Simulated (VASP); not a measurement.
# C (Fd-3m) in VASP: notebook

The runs below take C through single point, with LDA.

Program: VASP 6.6.1. These are calculated values, not measurements. Logs are shortened: lines on timing, memory, paths and dates and some standing lists are left out, and cuts for length are marked.

### 1 The cell of the first run

The structure is cubic, space group Fd-3m (No. 227). Conventional cell: a = 3.567 Å, b = 3.567 Å, c = 3.567 Å, α = 90.00°, β = 90.00°, γ = 90.00°. C (site symmetry -43m) has 4 C at 1.54 Å within 2.1 Å.

### 2 Single point, LDA

INCAR

```
SYSTEM = C
PREC = Accurate ; ENCUT = 520
EDIFF = 1E-7 ; ISMEAR = 0
SIGMA = 0.01 ; LREAL = .False.
LASPH = .True. ; NELM = 100
ALGO = Normal ; ISIF = 2
LWAVE = .False. ; LCHARG = .True.
LELF = .True. ; LVHAR = .True.
NBANDS = 11
```

KPOINTS

```
regular mesh
0
Gamma
  4 4 4
  0 0 0
```

POSCAR

```
C
1.0
    0.0000000000      1.7833700000      1.7833700000
    1.7833700000      0.0000000000      1.7833700000
    1.7833700000      1.7833700000      0.0000000000
C
2
Direct
    0.0000000000      0.0000000000      0.0000000000
    0.2500000000      0.2500000000      0.2500000000
```

Potentials or basis: VASP PAW LDA potentials, release 64 (C).

Run with:

```sh
cat potpaw_LDA.64/C/POTCAR > POTCAR
mpirun -np 1 vasp_std > vasp.out
```

OUTCAR:

```text
SYSTEM = C
   PREC = Accurate
   ENCUT = 520
   EDIFF = 1E-7
   ISMEAR = 0
   LREAL = .False.
   LASPH = .True.
   NELM = 100
   ISIF = 2

 ion  position               nearest neighbor table
   1  0.000  0.000  0.000-   2 1.54   2 1.54   2 1.54   2 1.54
   2  0.250  0.250  0.250-   1 1.54   1 1.54   1 1.54   1 1.54

  LATTYP: Found a face centered cubic cell.
 ALAT       =     3.5667400000

  Lattice vectors:

 A1 = (   0.0000000000,   1.7833700000,   1.7833700000)
 A2 = (   1.7833700000,   0.0000000000,   1.7833700000)
 A3 = (   1.7833700000,   1.7833700000,   0.0000000000)

Analysis of symmetry for initial positions (statically):
=====================================================================
 Subroutine PRICEL returns:
 Original cell was already a primitive cell.

 Routine SETGRP: Setting up the symmetry group for a
 face centered cubic supercell.

 Subroutine GETGRP returns: Found 48 space group operations
 (whereof 24 operations were pure point group operations)
 out of a pool of 48 trial point group operations.

The static configuration has the point symmetry T_d .
 The point group associated with its full space group is O_h .

Analysis of symmetry for dynamics (positions and initial velocities):
=====================================================================
 Subroutine PRICEL returns:
 Original cell was already a primitive cell.

 Routine SETGRP: Setting up the symmetry group for a
 face centered cubic supercell.

 Subroutine GETGRP returns: Found 48 space group operations
 (whereof 24 operations were pure point group operations)
 out of a pool of 48 trial point group operations.

The dynamic configuration has the point symmetry T_d .
 The point group associated with its full space group is O_h .

 Subroutine INISYM returns: Found 48 space group operations
 (whereof 24 operations are pure point group operations),
 and found     1 'primitive' translations

----------------------------------------------------------------------------------------

                                     Primitive cell

  volume of cell :      11.3437

  direct lattice vectors                    reciprocal lattice vectors
     0.000000000  1.783370000  1.783370000    -0.280368067  0.280368067  0.280368067
     1.783370000  0.000000000  1.783370000     0.280368067 -0.280368067  0.280368067
     1.783370000  1.783370000  0.000000000     0.280368067  0.280368067 -0.280368067

  length of vectors
     2.522066041  2.522066041  2.522066041     0.485611737  0.485611737  0.485611737

  position of ions in fractional coordinates (direct lattice)
[... 71 lines left out ...]
   TEBEG  =    0.0;   TEEND  =   0.0 temperature during run
   PSTRESS=    0.0 pullay stress
   NELECT =       8.0000    total number of electrons
   NUPDOWN=      -1.0000    fix difference up-down
   EMIN   =  10.00;   EMAX   =-10.00  energy-range for DOS
   EFERMI =   0.00;   METHOD = LEGACY
   ISMEAR =     0;   SIGMA  =   0.01  broadening in eV -4-tet -1-fermi 0-gaus
   EFERMI_NEDOS =   21; number of points for ismear=-14 and -15
   IALGO  =     38    algorithm
   IMIX   =      4    mixing-type and parameters
     AMIX     =   0.40;   BMIX     =  1.00
     AMIX_MAG =   1.60;   BMIX_MAG =  1.00
  volume/ion in A,a.u.               =       5.67        38.28
  Fermi-wavevector in a.u.,A,eV,Ry     =   1.457203  2.753714 28.891161  2.123440
  Thomas-Fermi vector in A             =   2.574032
   LORBIT       =      0    0 simple, 1 ext, 2 COOP (PROOUT), +10 PAW based schemes
   GGA     = CA    functional components
   LHFCALC =     F    Hartree Fock is set to
   AEXX    =    0.0000 exact exchange contribution
   IVDW    =     0    specifies the selected vdW correction
   LEPSILON=     F    determine dielectric tensor
   LRPA    =     F    only Hartree local field effects (RPA)
 non-spin polarized calculation
 Gauss-broadening in eV      SIGMA  =   0.01
  energy-cutoff  :      520.00
  volume of cell :       11.34
 maximum number of plane-waves:       308
 NGX is ok and might be reduce to    20
   NGX =  9   NGY =  9   NGZ =  9

 number of electron       7.9999999 magnetization

 Free energy of the ion-electron system (eV)
  ---------------------------------------------------
  ext. energy  EPLUGINS =         0.00000000
  ---------------------------------------------------
  free energy    TOTEN  =       -20.10427265 eV

  energy without entropy =      -20.10427265  energy(sigma->0) =      -20.10427265

 E-fermi :   9.9092     XC(G=0): -13.4919

 val. band max:        9.7563039898   @ k =   0.0000   0.0000   0.0000
 cond. band min:      14.1544236036   @ k =   0.2500   0.2500   0.0000
 fundamental gap:      4.3981196138
 Fermi energy:         9.9092127230

 k-point     1 :       0.0000    0.0000    0.0000
  band No.  band energies     occupation
      1     -11.5780      2.00000
      2       9.7563      2.00000
      3       9.7563      2.00000
      4       9.7563      2.00000
      5      15.2895      0.00000
      6      15.2895      0.00000
      7      15.2895      0.00000
      8      23.3102      0.00000
      9      28.7334      0.00000
     10      36.3614      0.00000
     11      36.3614      0.00000
[... 85 lines left out ...]
 k-point     8 :      -0.2500    0.5000    0.2500
  band No.  band energies     occupation
      1      -2.0260      2.00000
      2      -2.0260      2.00000
      3       1.3838      2.00000
      4       1.3838      2.00000
      5      20.1829      0.00000
      6      20.1829      0.00000
      7      22.0859      0.00000
      8      22.0859      0.00000
      9      30.7958      0.00000
     10      30.7958      0.00000
     11      39.9401      0.00000

------------------------ aborting loop because EDIFF is reached ----------------------------------------

  FORCE on cell =-STRESS in cart. coord.  units (eV):
  Direction    XX          YY          ZZ          XY          YZ          ZX
  --------------------------------------------------------------------------------------
  -------------------------------------------------------------------------------------
  Total       -0.7495682     -0.7495682     -0.7495682      0.0000000     -0.0000000      0.0000000
  in kB     -105.8686456   -105.8686456   -105.8686456      0.0000000     -0.0000000      0.0000000
  external PRESSURE =    -105.8686456 kB  Pullay stress =       0.0000000 kB

 VOLUME and BASIS-vectors are now :
 -----------------------------------------------------------------------------
  energy-cutoff  :      520.00
  volume of cell :       11.34
      direct lattice vectors                 reciprocal lattice vectors
     0.000000000  1.783370000  1.783370000    -0.280368067  0.280368067  0.280368067
     1.783370000  0.000000000  1.783370000     0.280368067 -0.280368067  0.280368067
     1.783370000  1.783370000  0.000000000     0.280368067  0.280368067 -0.280368067

 POSITION                                       TOTAL-FORCE (eV/Angst)
 -----------------------------------------------------------------------------------
      0.00000      0.00000      0.00000         0.000000      0.000000      0.000000
      0.89168      0.89168      0.89168        -0.000000     -0.000000     -0.000000
 -----------------------------------------------------------------------------------
    total drift:                                0.000000      0.000000      0.000000

  FREE ENERGIE OF THE ION-ELECTRON SYSTEM (eV)
  ---------------------------------------------------
  free  energy   TOTEN  =       -20.1042726532 eV

  energy  without entropy=      -20.1042726532  energy(sigma->0) =      -20.10427265
```

OSZICAR:

```text
N       E                     dE             d eps       ncg     rms          rms(c)
DAV:   1    -0.426309622518E+01   -0.42631E+01   -0.45818E+03   176   0.704E+02
DAV:   2    -0.205427398190E+02   -0.16280E+02   -0.15576E+02   238   0.112E+02
DAV:   3    -0.209353275590E+02   -0.39259E+00   -0.39139E+00   206   0.131E+01
DAV:   4    -0.209360246749E+02   -0.69712E-03   -0.69710E-03   194   0.727E-01
DAV:   5    -0.209360257226E+02   -0.10477E-05   -0.10477E-05   191   0.260E-02    0.576E+00
DAV:   6    -0.203213898641E+02    0.61464E+00   -0.32685E-01   179   0.395E+00    0.335E+00
DAV:   7    -0.201044099055E+02    0.21698E+00   -0.39421E-01   182   0.435E+00    0.717E-01
DAV:   8    -0.201042805139E+02    0.12939E-03   -0.95123E-03   182   0.799E-01    0.280E-02
DAV:   9    -0.201042711344E+02    0.93794E-05   -0.29843E-05   203   0.440E-02    0.209E-02
DAV:  10    -0.201042727348E+02   -0.16004E-05   -0.17702E-06   194   0.110E-02    0.548E-03
DAV:  11    -0.201042726532E+02    0.81622E-07   -0.11372E-07   172   0.258E-03
   1 F= -.20104273E+02 E0= -.20104273E+02  d E =-.756611-105
```

stdout:

```text
POSCAR found type information on POSCAR C
 POSCAR found :  1 types and       2 ions
 scaLAPACK will be used
 LDA part: xc-table for (Slater(with rela. corr.)+CA(PZ))
 , standard interpolation
 POSCAR, INCAR and KPOINTS ok, starting setup
 FFT: planning ... GRIDC
 FFT: planning ... GRID_SOFT
 FFT: planning ... GRID
 WAVECAR not read
 entering main loop
```

It took 2.7 s on 1 thread of AMD EPYC 7R43 (Zen 3), shared host; peak memory 0.08 GiB.

What came out:

```
Free energy            : -20.1043 eV
Pressure               : -10.6 GPa
Band gap on the k mesh : 4.40 eV, indirect (least direct gap 5.53 eV)
```

Caveat: the k points lie up to 0.76 Å⁻¹ apart.

### 3 Single point, LDA

INCAR

```
SYSTEM = C
ALGO = Normal
EDIFF = 1E-6
ENCUT = 520
GGA = CA
ISIF = 2
ISMEAR = 0
LASPH = .TRUE.
LCHARG = .TRUE.
LELF = .TRUE.
LREAL = .FALSE.
LVHAR = .TRUE.
LWAVE = .FALSE.
NBANDS = 11
NELM = 80
PREC = Accurate
SIGMA = 0.01
```

KPOINTS

```
k-points
0
G
  6 6 6
  0 0 0
```

POSCAR is that of step 2.

Potentials or basis: VASP PAW LDA potentials, release 64 (C).

Run with:

```sh
cat potpaw_LDA.64/C/POTCAR > POTCAR
mpirun -np 1 vasp_std > vasp.out
```

Wall time 4.2 s (1 thread of AMD EPYC 7R43 (Zen 3), shared host); peak memory 0.08 GiB.

It converged, with:

```yaml
Free_energy: -20.2261 eV
Pressure: -11.6 GPa
Band_gap_on_the_k_mesh: 4.12 eV, indirect (least direct gap 5.54 eV)
```

Levels at points of the mesh, in eV from the valence-band top:
| k point | band 2 | band 3 | band 4 | band 5 | band 6 | band 7 |
| --- | --- | --- | --- | --- | --- | --- |
| (0.00, 0.00, 0.00) | 0.00 | 0.00 | 0.00 | 5.54 | 5.54 | 5.54 |
| (0.50, 0.00, 0.00) | -13.36 | -2.79 | -2.79 | 8.38 | 8.38 | 9.01 |
| (0.50, 0.50, 0.00) | -12.61 | -6.29 | -6.29 | 4.70 | 4.70 | 16.63 |

Caveat: the k points lie up to 0.51 Å⁻¹ apart. LDA gaps usually lie below the measured ones, often by a third to a half.

### 4 Single point, LDA

INCAR

```
SYSTEM = C
ALGO     = Normal         ! electronic algorithm
EDIFF    = 1E-6           ! SCF threshold, eV
ENCUT    = 520            ! plane-wave cutoff, eV
ISIF     = 2              ! what is computed and relaxed
ISMEAR   = 0              ! smearing method
LASPH    = .TRUE.         ! aspherical terms in the spheres
LCHARG   = .FALSE.        ! write CHGCAR
LREAL    = .FALSE.        ! projectors in reciprocal space
LWAVE    = .FALSE.        ! write WAVECAR
NBANDS   = 11             ! bands
NELM     = 80             ! most SCF steps
PREC     = Accurate       ! precision mode
SIGMA    = 0.01           ! smearing width, eV
```

KPOINTS

```
k-points
0
G
  7 7 7
  0 0 0
```

POSCAR is that of step 3.

Run with:

```sh
cat potpaw_LDA.64/C/POTCAR > POTCAR
mpirun -np 1 vasp_std > vasp.out
```

Wall time 4.3 s (1 thread of AMD EPYC 7R43 (Zen 3), shared host); peak memory 0.08 GiB.

Results (log left out):

- Free energy: -20.2326 eV
- Pressure: -11.6 GPa
- Band gap on the k mesh: 4.22 eV, indirect (least direct gap 5.54 eV)

Levels at points of the mesh, in eV from the valence-band top:
| k point | band 1 | band 2 | band 3 | band 4 | band 5 | band 6 | band 7 | band 8 |
| --- | --- | --- | --- | --- | --- | --- | --- | --- |
| (0.00, 0.00, 0.00) | -21.32 | 0.00 | 0.00 | 0.00 | 5.54 | 5.54 | 5.54 | 13.56 |

Caveat: the k points lie up to 0.44 Å⁻¹ apart. As with any semilocal functional, this LDA gap is likely too small.

### 5 Single point, LDA

INCAR

```
PREC     = Accurate       # precision mode
ENCUT    = 520            # plane-wave cutoff, eV
EDIFF    = 1E-6           # SCF threshold, eV
ISMEAR   = 0              # smearing method
SIGMA    = 0.01           # smearing width, eV
LREAL    = F              # projectors in reciprocal space
LASPH    = T              # aspherical terms in the spheres
NELM     = 100            # most SCF steps
ALGO     = Normal         # electronic algorithm
ISIF     = 2              # what is computed and relaxed
LWAVE    = F              # write WAVECAR
LCHARG   = F              # write CHGCAR
NBANDS   = 11             # bands
```

KPOINTS

```
Automatic mesh
0
Gamma
  8 8 8
```

POSCAR is that of step 4.

Run with:

```sh
cat potpaw_LDA.64/C/POTCAR > POTCAR
mpirun -np 1 vasp_std > vasp.out
```

It took 4.3 s on 1 thread of AMD EPYC 7R43 (Zen 3), shared host; peak memory 0.08 GiB.

The run converged. Its results:

| Property | Result |
| --- | --- |
| Free energy | -20.2345 eV |
| Pressure | -11.6 GPa |
| Band gap on the k mesh | 4.10 eV, indirect (least direct gap 5.54 eV) |

Levels at points of the mesh, in eV from the valence-band top:
```tsv
k point	band 2	band 3	band 4	band 5	band 6	band 7
(0.00, 0.00, 0.00)	0.00	0.00	0.00	5.54	5.54	5.54
(0.50, 0.00, 0.00)	-13.36	-2.79	-2.79	8.38	8.38	9.01
(0.50, 0.50, 0.00)	-12.61	-6.29	-6.29	4.70	4.70	16.63
```

A k mesh can miss the band edges.

### 6 Single point, LDA

INCAR

```
  ALGO = Normal
  EDIFF = 1E-7
  ENCUT = 520
  GGA = CA
  ISIF = 2
  ISMEAR = 0
  LASPH = True
  LCHARG = False
  LREAL = False
  LWAVE = False
  NBANDS = 11
  NELM = 60
  PREC = Accurate
  SIGMA = 0.01
```

KPOINTS

```
k-points
0
Gamma
  10 10 10
```

POSCAR is that of step 5.

Potentials or basis: VASP PAW LDA potentials, release 64 (C).

Run with:

```sh
cat potpaw_LDA.64/C/POTCAR > POTCAR
mpirun -np 1 vasp_std > vasp.out
```

It took 8.3 s on 1 thread of AMD EPYC 7R43 (Zen 3), shared host; peak memory 0.08 GiB.

It converged, with:

| Property | Result |
| --- | --- |
| Free energy | -20.2352 eV |
| Pressure | -11.6 GPa |
| Band gap on the k mesh | 4.13 eV, indirect (least direct gap 5.54 eV) |

Levels at points of the mesh, in eV from the valence-band top:
```
           k point  band 1  band 2  band 3  band 4  band 5  band 6  band 7  band 8  band 9
(0.00, 0.00, 0.00)  -21.32    0.00    0.00    0.00    5.54    5.54    5.54   13.56   19.00
(0.50, 0.00, 0.00)  -15.48  -13.36   -2.79   -2.79    8.38    8.38    9.01   15.41   21.52
(0.50, 0.50, 0.00)  -12.61  -12.61   -6.29   -6.29    4.71    4.71   16.63   16.63   22.93
```

A k mesh can miss the band edges. Expect the measured gap to be larger: semilocal functionals such as LDA lack the derivative discontinuity.

### 7 The runs side by side

```tsv
k mesh	gap on the mesh (eV)	pressure (GPa)
4 × 4 × 4	4.40	-10.6
6 × 6 × 6	4.12	-11.6
7 × 7 × 7	4.22	-11.6
8 × 8 × 8	4.10	-11.6
10 × 10 × 10	4.13	-11.6
```

Alike in all rows: task single point; level LDA; potentials or basis VASP PAW LDA potentials, release 64 (C); no spin polarisation; cell as given; cutoff (eV) 520; smearing gaussian 0.01 eV.

Caveats: some runs use coarse meshes.

Total energies depend on the potentials used, so only differences within one code and one set of settings carry meaning.
